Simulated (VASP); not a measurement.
# Rh (C2/m) in VASP: a series of runs

Runs on Rh. Level: LDA. Tasks: single point.

Program: VASP 6.6.1. These are calculated values, not measurements. Logs are shortened: lines on timing, memory, paths and dates and some standing lists are left out, and cuts for length are marked.

## Step 1: The cell of the first run

The structure is monoclinic, space group C2/m (No. 12). Conventional cell: a = 4.730 Å, b = 2.731 Å, c = 4.428 Å, α = 90.00°, β = 90.00°, γ = 90.00°. Within 3.1 Å of Rh (site symmetry m) lie 12 Rh at 2.30 to 3.06 Å.

## Step 2: Single point, LDA (atom 1 (Rh) moved by (-0.300, -0.300) A along y and z)

INCAR

```
SYSTEM = Rh
PREC = Accurate
ENCUT = 520
EDIFF = 1E-6
ISMEAR = 0
SIGMA = 0.15
LREAL = .FALSE.
LASPH = .TRUE.
NELM = 80
ALGO = Fast
ISIF = 2
LWAVE = .FALSE.
LCHARG = .FALSE.
GGA = CA
NBANDS = 22
```

KPOINTS

```
regular mesh
0
G
  21 21 12
  0 0 0
```

POSCAR

```
Rh
1.0
    2.7309790422      0.0000000000      0.0000000000
   -1.3654895211      2.3650972278      0.0000000000
    0.0000000000      0.0000000000      4.4284890000
Rh
2
Direct
    0.6032443269      0.2064886538      0.6822568036
    0.3333333333      0.6666666667      0.2500000000
```

Potentials or basis: VASP PAW LDA potentials, release 64 (Rh_pv).

Command:

```
cat potpaw_LDA.64/Rh_pv/POTCAR > POTCAR
mpirun -np 1 vasp_std > vasp.out
```

OUTCAR:

```text
SYSTEM = Rh
   PREC = Accurate
   ENCUT = 520
   EDIFF = 1E-6
   ISMEAR = 0
   LREAL = .FALSE.
   LASPH = .TRUE.
   NELM = 80
   ISIF = 2
   GGA = CA

 ion  position               nearest neighbor table
   1  0.603  0.206  0.682-   2 2.30   2 2.59   2 2.59   2 2.82   2 3.06   2 3.06
   2  0.333  0.667  0.250-   1 2.30   1 2.59   1 2.59   1 2.82   1 3.06   1 3.06

  LATTYP: Found a hexagonal cell.
 ALAT       =     2.7309790422
 C/A-ratio  =     1.6215756077

  Lattice vectors:

 A1 = (   2.7309790422,   0.0000000000,   0.0000000000)
 A2 = (  -1.3654895211,   2.3650972278,   0.0000000000)
 A3 = (   0.0000000000,   0.0000000000,   4.4284890000)

Analysis of symmetry for initial positions (statically):
=====================================================================
 Subroutine PRICEL returns:
 Original cell was already a primitive cell.

 Routine SETGRP: Setting up the symmetry group for a
 hexagonal supercell.

 Subroutine GETGRP returns: Found  4 space group operations
 (whereof  2 operations were pure point group operations)
 out of a pool of 24 trial point group operations.

The static configuration has the point symmetry C_1h.
 The point group associated with its full space group is C_2h.

Analysis of symmetry for dynamics (positions and initial velocities):
=====================================================================
 Subroutine PRICEL returns:
 Original cell was already a primitive cell.

 Routine SETGRP: Setting up the symmetry group for a
 hexagonal supercell.

 Subroutine GETGRP returns: Found  4 space group operations
 (whereof  2 operations were pure point group operations)
 out of a pool of 24 trial point group operations.

The dynamic configuration has the point symmetry C_1h.
 The point group associated with its full space group is C_2h.

 Subroutine INISYM returns: Found  4 space group operations
 (whereof  2 operations are pure point group operations),
 and found     1 'primitive' translations

----------------------------------------------------------------------------------------

                                     Primitive cell

  volume of cell :      28.6037

  direct lattice vectors                    reciprocal lattice vectors
     2.730979042  0.000000000  0.000000000     0.366169049  0.211407799  0.000000000
    -1.365489521  2.365097228  0.000000000     0.000000000  0.422815599  0.000000000
     0.000000000  0.000000000  4.428489000     0.000000000  0.000000000  0.225810655

  length of vectors
     2.730979042  2.730979042  4.428489000     0.422815599  0.422815599  0.225810655

  position of ions in fractional coordinates (direct lattice)
     0.603244327  0.206488654  0.682256804
     0.333333333  0.666666667  0.250000000

  ion indices of the primitive-cell ions
   primitive index   ion index
                 1           1
                 2           2

----------------------------------------------------------------------------------------

 KPOINTS: regular mesh

Automatic generation of k-mesh.
 Grid dimensions read from file:
 generate k-points for:   21   21   12

 Generating k-lattice:

  Cartesian coordinates                     Fractional coordinates (reciprocal lattice)
     0.017436621  0.010067038  0.000000000     0.047619048  0.000000000  0.000000000
     0.000000000  0.020134076  0.000000000     0.000000000  0.047619048  0.000000000
     0.000000000  0.000000000  0.018817555     0.000000000  0.000000000  0.083333333

  Length of vectors
     0.020134076  0.020134076  0.018817555

  Shift w.r.t. Gamma in fractional coordinates (k-lattice)
     0.000000000  0.000000000  0.000000000

 Subroutine IBZKPT returns following result:
 ===========================================

 Found   1397 irreducible k-points:

 Following reciprocal coordinates:
            Coordinates               Weight
  0.000000  0.000000  0.000000      1.000000
  0.047619  0.000000  0.000000      4.000000
  0.000000  0.047619  0.000000      2.000000
  0.095238 -0.000000  0.000000      4.000000
  0.000000  0.095238  0.000000      2.000000
  0.142857 -0.000000  0.000000      4.000000
[... 16 lines left out ...]
 -0.095238  0.047619  0.000000      2.000000
  0.095238  0.047619  0.000000      4.000000
 [... further k-points ...]
   k-points           NKPTS =   1397   k-points in BZ     NKDIM =   1397   number of bands    NBANDS=     22
   number of dos      NEDOS =    301   number of ions     NIONS =      2
   total plane-waves  NPLWV =  14400
   dimension x,y,z NGX =    20 NGY =   20 NGZ =   36
   dimension x,y,z NGXF=    40 NGYF=   40 NGZF=   72
   ions per type =               2
   NGX,Y,Z   is equivalent  to a cutoff of  12.17, 12.17, 13.51 a.u.
   NGXF,Y,Z  is equivalent  to a cutoff of  24.35, 24.35, 27.03 a.u.
 SYSTEM =  Rh
   PREC   = accura    normal or accurate (medium, high low for compatibility)
   ISTART =      0    job   : 0-new  1-cont  2-samecut
   ICHARG =      2    charge: 1-file 2-atom 10-const
   ISPIN  =      1    spin polarized calculation?
   LNONCOLLINEAR =      F non collinear calculations
   LSORBIT =      F    spin-orbit coupling
   LASPH  =      T    aspherical Exc in radial PAW
   ENCUT  =  520.0 eV  38.22 Ry    6.18 a.u.   5.08  5.08  8.23*2*pi/ulx,y,z
   NELM   =     80;   NELMIN=  2; NELMDL= -5     # of ELM steps
   EDIFF  = 0.1E-05   stopping-criterion for ELM
   LREAL  =      F    real-space projection
[... 7 lines left out ...]
   TEBEG  =    0.0;   TEEND  =   0.0 temperature during run
   PSTRESS=    0.0 pullay stress
   NELECT =      30.0000    total number of electrons
   NUPDOWN=      -1.0000    fix difference up-down
   EMIN   =  10.00;   EMAX   =-10.00  energy-range for DOS
   EFERMI =   0.00;   METHOD = LEGACY
   ISMEAR =     0;   SIGMA  =   0.15  broadening in eV -4-tet -1-fermi 0-gaus
   EFERMI_NEDOS =   21; number of points for ismear=-14 and -15
   IALGO  =     68    algorithm
   IMIX   =      4    mixing-type and parameters
     AMIX     =   0.40;   BMIX     =  1.00
     AMIX_MAG =   1.60;   BMIX_MAG =  1.00
  volume/ion in A,a.u.               =      14.30        96.51
  Fermi-wavevector in a.u.,A,eV,Ry     =   1.663314  3.143208 37.642066  2.766614
  Thomas-Fermi vector in A             =   2.750053
   LORBIT       =      0    0 simple, 1 ext, 2 COOP (PROOUT), +10 PAW based schemes
   GGA     = CA    functional components
   LHFCALC =     F    Hartree Fock is set to
   AEXX    =    0.0000 exact exchange contribution
   IVDW    =     0    specifies the selected vdW correction
   LEPSILON=     F    determine dielectric tensor
   LRPA    =     F    only Hartree local field effects (RPA)
 non-spin polarized calculation
 RMM-DIIS sequential band-by-band and
 Gauss-broadening in eV      SIGMA  =   0.15
  energy-cutoff  :      520.00
  volume of cell :       28.60
 maximum number of plane-waves:       786
   NGX = 11   NGY = 11   NGZ = 17

 number of electron      30.0000002 magnetization

 Free energy of the ion-electron system (eV)
  ---------------------------------------------------
  ext. energy  EPLUGINS =         0.00000000
  ---------------------------------------------------
  free energy    TOTEN  =       -16.53774927 eV

  energy without entropy =      -16.49667688  energy(sigma->0) =      -16.51721307

 E-fermi :  11.1888     XC(G=0): -14.0370

 val. band max:       11.1884207051   @ k =   0.2857   0.3810   0.3333
 cond. band min:      11.1892640294   @ k =  -0.0476  -0.4762   0.0833
 fundamental gap:      0.0008433243
 Fermi energy:        11.1887562315

 k-point     1 :       0.0000    0.0000    0.0000
  band No.  band energies     occupation
      1     -36.0998      2.00000
      2     -35.2547      2.00000
      3     -35.0962      2.00000
      4     -35.0694      2.00000
      5     -35.0676      2.00000
      6     -35.0305      2.00000
[... 14 lines left out ...]
     21      29.1529      0.00000
     22      30.3517      0.00000

 k-point     2 :       0.0476    0.0000    0.0000
  band No.  band energies     occupation
      1     -36.0967      2.00000
      2     -35.2608      2.00000
      3     -35.1149      2.00000
      4     -35.0747      2.00000
      5     -35.0623      2.00000
      6     -35.0334      2.00000
[... 14 lines left out ...]
     21      29.1805      0.00000
     22      30.3658      0.00000

 k-point     3 :       0.0000    0.0476    0.0000
  band No.  band energies     occupation
      1     -36.0961      2.00000
      2     -35.2696      2.00000
      3     -35.1069      2.00000
      4     -35.0703      2.00000
      5     -35.0622      2.00000
      6     -35.0379      2.00000
[... 14 lines left out ...]
     21      29.2822      0.00000
     22      30.3348      0.00000

 k-point     4 :       0.0952   -0.0000    0.0000
  band No.  band energies     occupation
      1     -36.0879      2.00000
      2     -35.2801      2.00000
      3     -35.1514      2.00000
      4     -35.0971      2.00000
      5     -35.0595      2.00000
      6     -35.0387      2.00000
[... 14 lines left out ...]
     21      29.1282      0.00000
     22      30.3667      0.00000

 k-point     5 :       0.0000    0.0952    0.0000
  band No.  band energies     occupation
      1     -36.0857      2.00000
      2     -35.3094      2.00000
      3     -35.1292      2.00000
      4     -35.0880      2.00000
      5     -35.0554      2.00000
      6     -35.0479      2.00000
[... 417 lines left out ...]
 k-point    22 :       0.0476    0.0476    0.0000
  band No.  band energies     occupation
      1     -36.0897      2.00000
      2     -35.2895      2.00000
      3     -35.1306      2.00000
      4     -35.0706      2.00000
      5     -35.0694      2.00000
      6     -35.0419      2.00000
[... 14 lines left out ...]
     21      29.3894      0.00000
     22      30.2933      0.00000

 k-point    23 :      -0.0952    0.0476    0.0000
  band No.  band energies     occupation
      1     -36.0913      2.00000
      2     -35.2640      2.00000
      3     -35.1467      2.00000
      4     -35.0976      2.00000
      5     -35.0558      2.00000
      6     -35.0355      2.00000
[... 14 lines left out ...]
     21      29.0758      0.00000
     22      30.4395      0.00000

 k-point    24 :       0.0952    0.0476    0.0000
  band No.  band energies     occupation
      1     -36.0782      2.00000
      2     -35.3206      2.00000
      3     -35.1717      2.00000
      4     -35.0959      2.00000
      5     -35.0736      2.00000
      6     -35.0438      2.00000
[... 14 lines left out ...]
     21      29.0417      0.00000
     22      30.2120      0.00000

 [... further k-points ...]
[... 5 lines left out ...]
  --------------------------------------------------------------------------------------
  -------------------------------------------------------------------------------------
  Total       -2.3918054      0.1759160      1.2570620      0.0000000      2.7893889      0.0000000
  in kB     -133.9718320      9.8535548     70.4116198      0.0000000    156.2416125      0.0000000
  external PRESSURE =     -17.9022191 kB  Pullay stress =       0.0000000 kB

 VOLUME and BASIS-vectors are now :
 -----------------------------------------------------------------------------
  energy-cutoff  :      520.00
  volume of cell :       28.60
      direct lattice vectors                 reciprocal lattice vectors
     2.730979042  0.000000000  0.000000000     0.366169049  0.211407799  0.000000000
    -1.365489521  2.365097228  0.000000000     0.000000000  0.422815599  0.000000000
     0.000000000  0.000000000  4.428489000     0.000000000  0.000000000  0.225810655

 POSITION                                       TOTAL-FORCE (eV/Angst)
 -----------------------------------------------------------------------------------
      1.36549      0.48837      3.02137        -0.000000      1.747548      3.378636
     -0.00000      1.57673      1.10712         0.000000     -1.747548     -3.378636
 -----------------------------------------------------------------------------------
    total drift:                               -0.000001     -0.000009      0.000011

  FREE ENERGIE OF THE ION-ELECTRON SYSTEM (eV)
  ---------------------------------------------------
  free  energy   TOTEN  =       -16.5377492672 eV

  energy  without entropy=      -16.4966768767  energy(sigma->0) =      -16.51721307
```

It took 10 min on 1 thread of Oxide Virtual Turin-like, shared host; peak memory 0.65 GiB.

Results:

```yaml
Free_energy: -16.5377 eV
Pressure: -1.8 GPa
Largest_force: 3.804 eV/Å
Band_gap_on_the_k_mesh: zero (bands 15 and 16 overlap by 1.93 eV)
```

Forces in eV/Å, atoms in the order of the input:
```
Rh   0.000  1.748  3.379
Rh   0.000 -1.748 -3.379
```

Levels at points of the mesh, in eV from the Fermi level:
```tsv
k point	band 11	band 12	band 13	band 14	band 15	band 16	band 17	band 18	band 19	band 20
(0.00, 0.00, 0.00)	-3.17	-3.08	-2.49	-1.87	-0.90	-0.50	0.69	1.04	7.31	15.56
(0.00, 0.00, 0.50)	-3.47	-3.40	-3.12	-2.07	-1.29	-0.34	-0.13	0.15	12.10	16.29
```

Caveat: the cell differs from its parent crystal (atom 1 (Rh) moved by (-0.300, -0.300) A along y and z); the stress differs along the axes, from -13 to 7 GPa; forces of over 1 eV/Å act on the atoms, so gaps and moduli don't describe the material at rest.

## Step 3: Single point, LDA (atom 1 (Rh) moved by (-0.150, -0.300) A along y and z)

INCAR

```
  PREC = Accurate
  ENCUT = 520
  EDIFF = 1E-7
  ISMEAR = 0
  SIGMA = 0.15
  LREAL = False
  LASPH = True
  NELM = 60
  ALGO = Fast
  ISIF = 2
  LWAVE = False
  LCHARG = False
  GGA = CA
  NBANDS = 22
```

KPOINTS

```
Automatic mesh
0
Gamma
  21 21 12
```

POSCAR, as its differences from that of step 2:

```diff
@@ -8,3 +8,3 @@
 Direct
-    0.6032443269      0.2064886538      0.6822568036
+    0.6349554968      0.2699109936      0.6822568036
     0.3333333333      0.6666666667      0.2500000000
```

Potentials or basis: VASP PAW LDA potentials, release 64 (Rh_pv).

Command:

```
cat potpaw_LDA.64/Rh_pv/POTCAR > POTCAR
mpirun -np 1 vasp_std > vasp.out
```

It took 25 min on 1 thread of Oxide Virtual Turin-like, shared host; peak memory 0.66 GiB.

Results (log left out):

```yaml
Free_energy: -16.7322 eV
Pressure: -5.2 GPa
Largest_force: 3.009 eV/Å
Band_gap_on_the_k_mesh: zero (bands 15 and 16 overlap by 1.94 eV)
```

Forces in eV/Å, atoms in the order of the input:
```
Rh   0.000  0.845  2.888
Rh   0.000 -0.845 -2.888
```

Stress tensor (GPa, compression positive):
```
-11.74   0.00   0.00
  0.00  -4.52   7.69
  0.00   7.69   0.58
```

Levels at points of the mesh, in eV from the Fermi level:
```tsv
k point	band 12	band 13	band 14	band 15	band 16	band 17	band 18	band 19
(0.00, 0.00, 0.00)	-3.10	-2.71	-1.75	-1.25	-0.12	0.56	1.03	7.25
(0.00, 0.00, 0.50)	-3.42	-3.28	-2.14	-1.12	-0.57	-0.01	0.12	12.11
```

Caveat: the cell differs from its parent crystal (atom 1 (Rh) moved by (-0.150, -0.300) A along y and z); the stress differs along the axes, from -12 to 1 GPa; forces of over 1 eV/Å act on the atoms, so gaps and moduli don't describe the material at rest.
